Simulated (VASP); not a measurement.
# InP (rocksalt type) (Fm-3m) in VASP: further runs, part 2 of 2

VASP 6.6.1. The steps go on from the part before.

**3. Electric field gradients, PBE (22.54 Å³/atom)**

This run uses another cell than the first one, of 22.54 Å³/atom.

The input, INCAR:

```
ALGO     = Normal         # electronic algorithm
EDIFF    = 1E-8           # SCF threshold, eV
ENCUT    = 520            # plane-wave cutoff, eV
GGA      = PE             # functional
ISIF     = 2              # what is computed and relaxed
ISMEAR   = -1             # smearing method
LASPH    = True           # aspherical terms in the spheres
LCHARG   = False          # write CHGCAR
LEFG     = True         
LREAL    = False          # projectors in reciprocal space
LWAVE    = False          # write WAVECAR
NBANDS   = 16             # bands
NELM     = 80             # most SCF steps
PREC     = Accurate       # precision mode
SIGMA    = 0.08           # smearing width, eV
```

The input, KPOINTS:

```
k-points
0
Gamma
  14 14 14
```

The input, POSCAR:

```
InP
1.0
    0.0000000000      2.8248947093      2.8248947093
    2.8248947093      0.0000000000      2.8248947093
    2.8248947093      2.8248947093      0.0000000000
In P
1 1
Direct
    0.0000000000      0.0000000000      0.0000000000
    0.5000000000      0.5000000000      0.5000000000
```

Potentials or basis: VASP PAW PBE potentials, release 64 (In_d, P).

Launch:

```console
> cat potpaw_PBE.64/In_d/POTCAR potpaw_PBE.64/P/POTCAR > POTCAR
> mpirun -np 1 vasp_std > vasp.out
```

OUTCAR:

```text
EDIFF = 1E-8
   ENCUT = 520
   GGA = PE
   ISIF = 2
   ISMEAR = -1
   LASPH = True
   LREAL = False
   NELM = 80
   PREC = Accurate

 ion  position               nearest neighbor table
   1  0.000  0.000  0.000-   2 2.82   2 2.82   2 2.82   2 2.82   2 2.82   2 2.82
   2  0.500  0.500  0.500-   1 2.82   1 2.82   1 2.82   1 2.82   1 2.82   1 2.82

  LATTYP: Found a face centered cubic cell.
 ALAT       =     5.6497894186

  Lattice vectors:

 A1 = (   0.0000000000,   2.8248947093,   2.8248947093)
 A2 = (   2.8248947093,   0.0000000000,   2.8248947093)
 A3 = (   2.8248947093,   2.8248947093,   0.0000000000)

Analysis of symmetry for initial positions (statically):
=====================================================================
 Subroutine PRICEL returns:
 Original cell was already a primitive cell.

 Routine SETGRP: Setting up the symmetry group for a
 face centered cubic supercell.

 Subroutine GETGRP returns: Found 48 space group operations
 (whereof 48 operations were pure point group operations)
 out of a pool of 48 trial point group operations.

The static configuration has the point symmetry O_h .

Analysis of symmetry for dynamics (positions and initial velocities):
=====================================================================
 Subroutine PRICEL returns:
 Original cell was already a primitive cell.

 Routine SETGRP: Setting up the symmetry group for a
 face centered cubic supercell.

 Subroutine GETGRP returns: Found 48 space group operations
 (whereof 48 operations were pure point group operations)
 out of a pool of 48 trial point group operations.

The dynamic configuration has the point symmetry O_h .

 Subroutine INISYM returns: Found 48 space group operations
 (whereof 48 operations are pure point group operations),
 and found     1 'primitive' translations

----------------------------------------------------------------------------------------

                                     Primitive cell

  volume of cell :      45.0855

  direct lattice vectors                    reciprocal lattice vectors
     0.000000000  2.824894709  2.824894709    -0.176997747  0.176997747  0.176997747
     2.824894709  0.000000000  2.824894709     0.176997747 -0.176997747  0.176997747
     2.824894709  2.824894709  0.000000000     0.176997747  0.176997747 -0.176997747

  length of vectors
     3.995004410  3.995004410  3.995004410     0.306569091  0.306569091  0.306569091

  position of ions in fractional coordinates (direct lattice)
     0.000000000  0.000000000  0.000000000
     0.500000000  0.500000000  0.500000000

  ion indices of the primitive-cell ions
   primitive index   ion index
                 1           1
                 2           2

----------------------------------------------------------------------------------------

 KPOINTS: k-points

Automatic generation of k-mesh.
 Grid dimensions read from file:
 generate k-points for:   14   14   14

 Generating k-lattice:

[... 64 lines left out ...]
   NSW    =      0    number of steps for IOM
   IBRION =     -1    ionic relax: 0-MD 1-quasi-New 2-CG
   NFREE  =      0    steps in history (QN), initial steepest desc. (CG)
   ISIF   =      2    stress and relaxation
   ISYM   =      2    0-nonsym 1-usesym 2-fastsym
   POTIM  = 0.5000    time-step for ionic-motion
   TEBEG  =    0.0;   TEEND  =   0.0 temperature during run
   PSTRESS=    0.0 pullay stress
   NELECT =      18.0000    total number of electrons
   NUPDOWN=      -1.0000    fix difference up-down
   EMIN   =  10.00;   EMAX   =-10.00  energy-range for DOS
   EFERMI =   0.00;   METHOD = LEGACY
   ISMEAR =    -1;   SIGMA  =   0.08  broadening in eV -4-tet -1-fermi 0-gaus
   EFERMI_NEDOS =   21; number of points for ismear=-14 and -15
   IALGO  =     38    algorithm
   IMIX   =      4    mixing-type and parameters
     AMIX     =   0.40;   BMIX     =  1.00
     AMIX_MAG =   1.60;   BMIX_MAG =  1.00
  volume/ion in A,a.u.               =      22.54       152.13
  Fermi-wavevector in a.u.,A,eV,Ry     =   1.205462  2.277992 19.771140  1.453138
  Thomas-Fermi vector in A             =   2.341157
   LORBIT       =      0    0 simple, 1 ext, 2 COOP (PROOUT), +10 PAW based schemes
   GGA     = PE    functional components
   LHFCALC =     F    Hartree Fock is set to
   AEXX    =    0.0000 exact exchange contribution
   IVDW    =     0    specifies the selected vdW correction
   LEPSILON=     F    determine dielectric tensor
   LRPA    =     F    only Hartree local field effects (RPA)
 non-spin polarized calculation
  energy-cutoff  :      520.00
  volume of cell :       45.09
 maximum number of plane-waves:      1243
 NGX is ok and might be reduce to    30
   NGX = 15   NGY = 15   NGZ = 15

 number of electron      17.9999993 magnetization

 Free energy of the ion-electron system (eV)
  ---------------------------------------------------
  ext. energy  EPLUGINS =         0.00000000
  ---------------------------------------------------
  free energy    TOTEN  =        -7.89662681 eV

  energy without entropy =       -7.87186800  energy(sigma->0) =       -7.88424740

 E-fermi :   6.3122     XC(G=0): -10.1208

 val. band max:        6.3046473897   @ k =  -0.3571   0.1429   0.0000
 cond. band min:       6.3302191901   @ k =  -0.1429   0.2143   0.0714
 fundamental gap:      0.0255718004
 Fermi energy:         6.3122036958

 k-point     1 :       0.0000    0.0000    0.0000
  band No.  band energies     occupation
      1      -7.8248      2.00000
      2      -7.8248      2.00000
      3      -7.8088      2.00000
      4      -7.8088      2.00000
      5      -7.8088      2.00000
      6      -5.2598      2.00000
[... 433 lines left out ...]
      3      -7.8183      2.00000
      4      -7.7763      2.00000
      5      -7.7656      2.00000
      6      -4.3977      2.00000
[... 8 lines left out ...]
     15      16.2780      0.00000
     16      16.3657      0.00000

 [... further k-points ...]
[... 5 lines left out ...]
  --------------------------------------------------------------------------------------
  -------------------------------------------------------------------------------------
  Total       -1.0483328     -1.0483328     -1.0483328      0.0000000     -0.0000000      0.0000000
  in kB      -37.2540060    -37.2540060    -37.2540060      0.0000000     -0.0000000      0.0000000
  external PRESSURE =     -37.2540060 kB  Pullay stress =       0.0000000 kB

 VOLUME and BASIS-vectors are now :
 -----------------------------------------------------------------------------
  energy-cutoff  :      520.00
  volume of cell :       45.09
      direct lattice vectors                 reciprocal lattice vectors
     0.000000000  2.824894709  2.824894709    -0.176997747  0.176997747  0.176997747
     2.824894709  0.000000000  2.824894709     0.176997747 -0.176997747  0.176997747
     2.824894709  2.824894709  0.000000000     0.176997747  0.176997747 -0.176997747

 POSITION                                       TOTAL-FORCE (eV/Angst)
 -----------------------------------------------------------------------------------
      0.00000      0.00000      0.00000         0.000000      0.000000      0.000000
      2.82489      2.82489      2.82489         0.000000      0.000000      0.000000
 -----------------------------------------------------------------------------------
    total drift:                               -0.000000      0.000000      0.000000

  FREE ENERGIE OF THE ION-ELECTRON SYSTEM (eV)
  ---------------------------------------------------
  free  energy   TOTEN  =        -7.8966268132 eV

  energy  without entropy=       -7.8718679953  energy(sigma->0) =       -7.88424740

 Electric field gradients (V/A^2)
---------------------------------------------------------------------
 ion       V_xx      V_yy      V_zz      V_xy      V_xz      V_yz
---------------------------------------------------------------------
   1      -0.000    -0.000     0.000     0.000     0.000     0.000
   2      -0.000     0.000     0.000    -0.000    -0.000    -0.000
---------------------------------------------------------------------

 Electric field gradients after diagonalization (V/A^2)
 (convention: |V_zz| > |V_xx| > |V_yy|)
----------------------------------------------------------------------
 ion       V_xx      V_yy      V_zz     asymmetry (V_yy - V_xx)/ V_zz
----------------------------------------------------------------------
   1      -0.000    -0.000     0.000       0.000
   2       0.000     0.000    -0.000       0.000
----------------------------------------------------------------------

           NMR quadrupolar parameters

 Cq : quadrupolar parameter    Cq=e*Q*V_zz/h
 eta: asymmetry parameters     (V_yy - V_xx)/ V_zz
 Q  : nuclear electric quadrupole moment in mb (millibarn)
----------------------------------------------------------------------
 ion       Cq(MHz)       eta       Q (mb)
----------------------------------------------------------------------
   1       0.000       0.000       1.000
   2      -0.000       0.000       1.000
----------------------------------------------------------------------
```

Wall time 2.2 min (1 thread of Intel Xeon 8259CL, shared host); peak memory 0.22 GiB.

Results:

```
Free energy                             : -7.8966 eV
Pressure                                : -3.7 GPa
Band gap on the k mesh                  : zero (bands 9 and 10 overlap by 2.42 eV)
Largest electric field gradient by atom : zero within the noise of the run
```

Caveat: the cell stands under tension; spin-orbit coupling is left out, which moves the levels of the heavy elements.

**4. Single point, PBE**

This run uses another cell than the first one, of 21.27 Å³/atom.

The input, POSCAR:

```
InP
1.0
    0.0000000000      2.7705562810      2.7705562810
    2.7705562810      0.0000000000      2.7705562810
    2.7705562810      2.7705562810      0.0000000000
In P
1 1
Direct
    0.0000000000      0.0000000000      0.0000000000
    0.5000000000      0.5000000000      0.5000000000
```

The input, INCAR.step1:

```
SYSTEM = InP
PREC = Accurate
ENCUT = 520
EDIFF = 1E-6
ISMEAR = -1
SIGMA = 0.08
LREAL = .False.
LASPH = .True.
NELM = 80
ALGO = Normal
ISIF = 2
LWAVE = .False.
LCHARG = .True.
GGA = PE
NBANDS = 16
```

The input, KPOINTS.step1:

```
regular mesh
0
Gamma
  14 14 14
  0 0 0
```

The input, INCAR.step2:

```
SYSTEM = InP
PREC = Accurate
ENCUT = 520
EDIFF = 1E-6
ISMEAR = -5
SIGMA = 0.08
LREAL = .False.
LASPH = .True.
NELM = 80
ALGO = Normal
ISIF = 2
LWAVE = .False.
LCHARG = .False.
GGA = PE
LORBIT = 11
NEDOS = 1001
ICHARG = 11
```

The input, KPOINTS.step2:

```
regular mesh
0
Gamma
  21 21 21
  0 0 0
```

Launch:

```console
> cat potpaw_PBE.64/In_d/POTCAR potpaw_PBE.64/P/POTCAR > POTCAR
> cp INCAR.step1 INCAR
> cp KPOINTS.step1 KPOINTS
> mpirun -np 1 vasp_std > vasp.out
> cp INCAR.step2 INCAR
> cp KPOINTS.step2 KPOINTS
> mpirun -np 1 vasp_std > vasp.out
```

It took 4 min on 1 thread of Intel Xeon 8259CL, shared host; peak memory 0.29 GiB.

The run converged. Its results:

| Property | Result |
| --- | --- |
| Valence electrons inside the program's atomic spheres | In 11.32; P 2.47 |

Levels at points of the mesh, in eV from the Fermi level:
```
           k point  band 5  band 6  band 7  band 8  band 9  band 10  band 11  band 12  band 13
(0.00, 0.00, 0.00)  -14.18  -11.99   -0.27   -0.27   -0.27     0.52     7.11     7.11     7.11
```

Caveat: spin-orbit coupling is left out, which moves the levels of the heavy elements; tetrahedron occupations give inexact forces and stress in metals.

**5. Summary**

| task | cell | k mesh for the DOS | occupations for the DOS | gap on the mesh (eV) | pressure (GPa) |
| --- | --- | --- | --- | --- | --- |
| electric field gradients | a = 3.944 Å, angles 60.0°, 2 atoms | - | - | none | -1.4 |
| electric field gradients | a = 3.995 Å, angles 60.0°, 2 atoms | - | - | none | -3.7 |
| single point | a = 3.918 Å, angles 60.0°, 2 atoms | 21 × 21 × 21 | tetrahedron | - | - |

Alike in all rows: level PBE; potentials or basis VASP PAW PBE potentials, release 64 (In_d, P); no spin polarisation; k mesh 14 × 14 × 14; cutoff (eV) 520; smearing fermi-dirac 0.08 eV.

Caveats: spin-orbit coupling is left out, which moves the levels of the heavy elements; the cell stands under tension (at least some runs); tetrahedron occupations give inexact forces and stress in metals (at least some runs).

Total energies depend on the potentials used, so only differences within one code and one set of settings carry meaning.
